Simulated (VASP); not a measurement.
A run of VASP 6.6.1:

File POSCAR:

```
SnTe
1.0
    0.0000000000      3.6111460000      3.6111460000
    3.6111460000      0.0000000000      3.6111460000
    3.6111460000      3.6111460000      0.0000000000
Sn Te
1 1
Direct
    0.0000000000      0.0000000000      0.0000000000
    0.2500000000      0.2500000000      0.2500000000
```

File INCAR.step1:

```
SYSTEM = SnTe
PREC = Accurate ; ENCUT = 550
ISMEAR = 0 ; SIGMA = 0.01
LREAL = .FALSE. ; LASPH = .TRUE.
NELM = 120 ; NBANDS = 17
GGA = PE ; ALGO = Normal
EDIFF = 1E-5 ; LWAVE = .TRUE.
LCHARG = .FALSE. ; GGA_COMPAT = .FALSE.
```

Contents of INCAR.step2:

```
SYSTEM = SnTe
PREC = Accurate ; ENCUT = 550
EDIFF = 1E-6 ; ISMEAR = 0
SIGMA = 0.01 ; LREAL = .FALSE.
LASPH = .TRUE. ; NELM = 120
ALGO = Normal ; ISIF = 2
LWAVE = .FALSE. ; LCHARG = .TRUE.
METAGGA = R2SCAN ; LMIXTAU = .TRUE.
LELF = .TRUE. ; LVHAR = .TRUE.
NBANDS = 17 ; ISTART = 1
GGA_COMPAT = .FALSE.
```

Contents of KPOINTS:

```
Automatic mesh
0
G
  2 2 2
  0 0 0
```

Potentials or basis: VASP PAW PBE potentials, release 64 (Sn_d, Te).

Command:

```console
$ cat potpaw_PBE.64/Sn_d/POTCAR potpaw_PBE.64/Te/POTCAR > POTCAR
$ cp INCAR.step1 INCAR
$ mpirun -np 1 vasp_std > vasp.out
$ cp INCAR.step2 INCAR
$ mpirun -np 1 vasp_std > vasp.out
```

Hardware: 1 thread of AMD EPYC 9R45 96-Core Processor (Zen 5) (shared host).

Q: Estimate the wall time of this run.

A: It took 26 s on 1 thread of AMD EPYC 9R45 96-Core Processor (Zen 5), with other jobs on the host, peak memory 0.22 GiB. Counts: k points 3.
